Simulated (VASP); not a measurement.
Runs of VASP 6.6.1 on W. The structure is that of space group I4/mmm (No. 139), or close to it. The cells are those of the table. 

```csv
cell,gap on the mesh (eV),pressure (GPa)
"a = 2.972, b = 2.972, c = 2.809 Å, angles 61.8, 61.8, 56.4°, 1 atom",none,-25.7
"a = 2.656, b = 2.656, c = 2.809 Å, angles 58.1, 58.1, 63.9°, 1 atom",none,50.4
"a = 3.027, b = 3.027, c = 2.809 Å, angles 62.4, 62.4, 55.3°, 1 atom",none,(a)
"a = 2.706, b = 2.706, c = 2.809 Å, angles 58.7, 58.7, 62.5°, 1 atom",none,31.0
"a = 2.607, b = 2.607, c = 2.809 Å, angles 57.4, 57.4, 65.2°, 1 atom",none,(b)
```

Alike in all rows: task single point; level LDA; potentials or basis VASP PAW LDA potentials, release 64 (W_sv); no spin polarisation; k mesh 20 × 20 × 20; cutoff (eV) 520; smearing gaussian 0.15 eV.

Question: Fill in the values left out.

Answer: (a) -31.8; (b) 73.6.

Caveats: spin-orbit coupling is left out, which moves the levels of the heavy elements; the stress differs along the axes, from -29 to -19 GPa (at least some runs); the stress differs along the axes, from 27 to 62 GPa (at least some runs); the stress differs along the axes, from -34 to -27 GPa (at least some runs); the stress differs along the axes, from 14 to 39 GPa (at least some runs); the stress differs along the axes, from 44 to 89 GPa (at least some runs).

A k mesh can miss the band edges, and the runs leave out spin-orbit coupling on W.

A gap of «none» marks levels without a gap at the run's occupations.
